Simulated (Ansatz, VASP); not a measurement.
KZrN: VASP beside Ansatz

INCAR

```
PREC = Accurate
ENCUT = 600
EDIFF = 1E-6
ISMEAR = 0
SIGMA = 0.1
LREAL = False
LASPH = True
NELM = 80
ALGO = Normal
ISIF = 3
LWAVE = False
LCHARG = False
GGA = PE
IBRION = 2
NSW = 90
EDIFFG = -0.04
```

The input KPOINTS:

```
Automatic mesh
0
Gamma
  6 6 4
```

The input POSCAR:

```
KZrN
1.0
    4.2600588000      0.0000000000      0.0000000000
   -2.1300294000      3.6893191400      0.0000000000
    0.0000000000      0.0000000000      4.2513874000
K Zr N
1 1 1
Direct
    0.3333333300      0.6666666700      0.5000000000
    0.6666666700      0.3333333300      0.0000000000
    0.0000000000      0.0000000000      0.5000000000
```

Input for Ansatz:

```yaml
crystal:
  lattice:
    - [4.2600588, 0.0, 0.0]
    - [-2.1300294, 3.68931914, 0.0]
    - [0.0, 0.0, 4.2513874]
  atoms:
    - { symbol: K, position: [0.33333333, 0.66666667, 0.5] }
    - { symbol: Zr, position: [0.66666667, 0.33333333, 0.0] }
    - { symbol: "N", position: [0.0, 0.0, 0.5] }
basis:
  ecutwfc: 420
kpoints:
  mp_grid: { grid: [6, 6, 4] }
hamiltonian:
  xc: pbe
scf:
  occupations: { method: gaussian, width: 0.1 }
  lower_state_search: "off"
output:
  forces: true
  stress: true
  eigenvalues: true
relax:
  adjacent_minimum: "off"
  f_tol: 0.04
  max_steps: 70
  cell: { stress_tol: 0.4 }
```

Change from the starting cell: species swapped into the TbZnSi type (P-6m2, No. 187).

Alike in both runs: task relaxation of cell and atoms; functional PBE; k mesh 6 × 6 × 4; occupations gaussian, width 0.1 eV; no spin polarisation.

|  | VASP | Ansatz |
| --- | --- | --- |
| version | VASP 6.6.1 | Ansatz 0.2.0 |
| potentials or method | VASP PAW PBE potentials, release 64 (K_sv, Zr_sv, N), cutoff 600 eV | scalar-relativistic, plane waves, PAW |
| valence electrons in the cell | 26 | 26 |

```csv
,VASP,Ansatz,Ansatz less VASP
"gap on the k mesh at the Fermi level, each at its own relaxed structure (eV)",none,none,-
relaxed volume (Å³/atom),18.03,17.88,-0.145
relaxed length of the cell vector where the two differ most in proportion (Å),4.191,4.179,-0.0120
```

A gap of «none» marks a metal or a gap that the smearing closes.

The k mesh is coarse, so the values compare programs but aren't converged. Noted on VASP's run: the volume moved by over 15 % at a fixed basis, so the end points are rough.
